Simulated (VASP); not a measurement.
Runs of VASP 6.6.1 on Li. The structure is that of space group P6_3/mmc (No. 194), or close to it. The cells are those of the table. This isn't the form of Li at room conditions, which is bcc.

```tsv
cell	k mesh	gap on the mesh (eV)	pressure (GPa)
a = 3.099, b = 3.099, c = 10.098 Å, angles 90.0, 90.0, 120.0°, 4 atoms	13 × 13 × 4	none	-0.2
a = 3.099, b = 3.099, c = 10.098 Å, angles 90.0, 90.0, 120.0°, 4 atoms	12 × 12 × 3	none	-0.2
a = 3.140, b = 3.140, c = 10.231 Å, angles 90.0, 90.0, 120.0°, 4 atoms	13 × 13 × 4	none	(a)
a = 3.057, b = 3.057, c = 9.962 Å, angles 90.0, 90.0, 120.0°, 4 atoms	13 × 13 × 4	none	0.2
a = 2.970, b = 2.970, c = 9.677 Å, angles 90.0, 90.0, 120.0°, 4 atoms	13 × 13 × 4	none	1.8
```

Alike in all rows: task single point; level r2SCAN; potentials or basis VASP PAW PBE potentials, release 64 (Li_sv); no spin polarisation; cutoff (eV) 830; smearing fermi-dirac 0.1 eV.

Question: Estimate the missing entries.

Answer: (a) -0.7.

Caveats: the PAW data sets were made with another functional, which shifts forces and pressure a little.

A gap of «none» marks levels without a gap at the run's occupations.
